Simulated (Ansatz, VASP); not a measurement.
Two plane-wave programs on Ta

```
Ta
1.0
    -1.65157    1.65157    1.65157
     1.65157   -1.65157    1.65157
     1.65157    1.65157   -1.65157
Ta
1
Cartesian
  0.0000 0.0000 0.0000
```

Alike in both runs: task relaxation of cell and atoms; functional LDA; k mesh 18 × 18 × 18; occupations fermi-dirac, width 0.08 eV; no spin polarisation.

```csv
,VASP,Ansatz
version,VASP 6.6.1,Ansatz 0.2.0
potentials or method,"VASP PAW LDA potentials, release 64 (Ta_pv)","PAW with Ansatz's default frozen-core files, scalar-relativistic"
plane-wave cutoff (eV),600,420
valence electrons in the cell,11,13
```

|  | VASP | Ansatz | Ansatz less VASP |
| --- | --- | --- | --- |
| relaxed volume (Å³/atom) | 17.28 | 17.22 | -0.069 |
| relaxed cell length with the largest relative difference (Å) | 2.821 | 2.817 | -0.0038 |

LDA's correlation is that of Perdew and Zunger in VASP and of Perdew and Wang (1992) in Ansatz. VASP's potentials hold 11 valence electrons a cell and Ansatz's 13, so a difference there can come from the potentials and not from the codes.

Spin-orbit coupling is off throughout.
